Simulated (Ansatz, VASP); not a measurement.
**Two plane-wave programs on RbBr**

File INCAR:

```
SYSTEM = RbBr
PREC     = Accurate       ! precision mode
ENCUT    = 520            ! plane-wave cutoff, eV
EDIFF    = 1E-6           ! SCF threshold, eV
ISMEAR   = 0              ! smearing method
SIGMA    = 0.05           ! smearing width, eV
LREAL    = .FALSE.        ! projectors in reciprocal space
LASPH    = .TRUE.         ! aspherical terms in the spheres
NELM     = 60             ! most SCF steps
ALGO     = Normal         ! electronic algorithm
ISIF     = 2              ! what is computed and relaxed
LWAVE    = .FALSE.        ! write WAVECAR
LCHARG   = .TRUE.         ! write CHGCAR
GGA      = PE             ! functional
LELF     = .TRUE.         ! ELF
LVHAR    = .TRUE.       
NBANDS   = 15             ! bands
```

File KPOINTS:

```
Automatic mesh
0
G
  6 6 6
  0 0 0
```

POSCAR

```
RbBr
1.0
    4.3606181872      0.0000000000      0.0000000000
    0.0000000000      4.3606181872      0.0000000000
    0.0000000000      0.0000000000      4.1929021031
Rb Br
1 1
Direct
   -0.0694336317      0.0000000000      0.0000000000
    0.5742683689      0.5000000000      0.5000000000
```

Input for Ansatz:

```yaml
crystal:
  lattice:
    - [4.3606181872, 0.0, 0.0]
    - [0.0, 4.3606181872, 0.0]
    - [0.0, 0.0, 4.1929021031]
  atoms:
    - { symbol: Rb, position: [-0.0694336317, 0.0, 0.0] }
    - { symbol: Br, position: [0.5742683689, 0.5, 0.5] }
basis:
  ecutwfc: 420
kpoints:
  mp_grid: { grid: [6, 6, 6] }
hamiltonian:
  xc: pbe
  pseudopotentials: { kind: paw }
scf:
  occupations: { method: gaussian, width: 0.05 }
output:
  forces: true
  stress: true
  eigenvalues: true
  write_density: true
  write_potential: true
  elf: true
  volumetric_format: npy
```

Change from the starting cell: mode 4 frozen in at -0.311 Å, equal normal strain along x and y +0.0400.

Alike in both runs: task single point; functional PBE; k mesh 6 × 6 × 6; occupations gaussian, width 0.05 eV; no spin polarisation.

|  | VASP | Ansatz |
| --- | --- | --- |
| version | VASP 6.6.1 | Ansatz 0.2.0 |
| potentials or method | VASP PAW PBE potentials, release 64 (Rb_sv, Br), cutoff 520 eV | scalar-relativistic, plane waves, PAW |
| valence electrons in the cell | 16 | 16 |

```tsv
	VASP	Ansatz	Ansatz less VASP
gap on the k mesh at the Fermi level (eV)	3.78	3.78	+0.002
least direct gap on the mesh (eV)	3.82	3.82	+0.001
pressure (GPa)	0.3	0.3	-0.03
traceless stress, the component that is largest in VASP (GPa)	0.68	0.67	-0.004
rms of the force components (eV/Å)	0.142	0.139	-0.0025
```

Atom by atom the forces differ by 0.002 eV/Å (rms over components).
